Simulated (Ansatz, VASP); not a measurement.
## One calculation of BN, two programs

```xyz
2
Lattice="0.0000 3.4953 2.1661 1.2516 0.0000 2.1661 1.2516 3.4953 0.0000" Properties=species:S:1:pos:R:3 pbc="T T T"
B     1.2516    3.4953    0.2627
N     1.2516    3.4953    2.8881
```

Change from the starting cell: all B atoms moved +0.263 Å, as atom 1 along Cartesian [0 0 1].

Alike in both runs: task single point; functional PBEsol; k mesh 12 × 12 × 12; occupations gaussian, width 0.05 eV; no spin polarisation.

|  | VASP | Ansatz |
| --- | --- | --- |
| version | VASP 6.6.1 | Ansatz 0.2.0 |
| potentials or method | VASP PAW PBE potentials, release 64 (B, N), cutoff 520 eV | scalar-relativistic, plane waves, PAW |
| valence electrons in the cell | 8 | 8 |

```tsv
	VASP	Ansatz	Ansatz less VASP
gap on the k mesh at the Fermi level (eV)	2.38	2.39	+0.012
least direct gap on the mesh (eV)	3.24	3.25	+0.005
pressure (GPa)	18.8	18.8	-0.01
traceless stress, the component that is largest in VASP (GPa)	33.63	33.38	-0.248
rms of the force components (eV/Å)	3.687	3.694	+0.0069
```

VASP's potentials were made for PBE, not for PBEsol. Atom by atom the forces differ by 0.007 eV/Å (rms over components). The functional is the same, so the differences come from potentials, cutoffs and numerics.
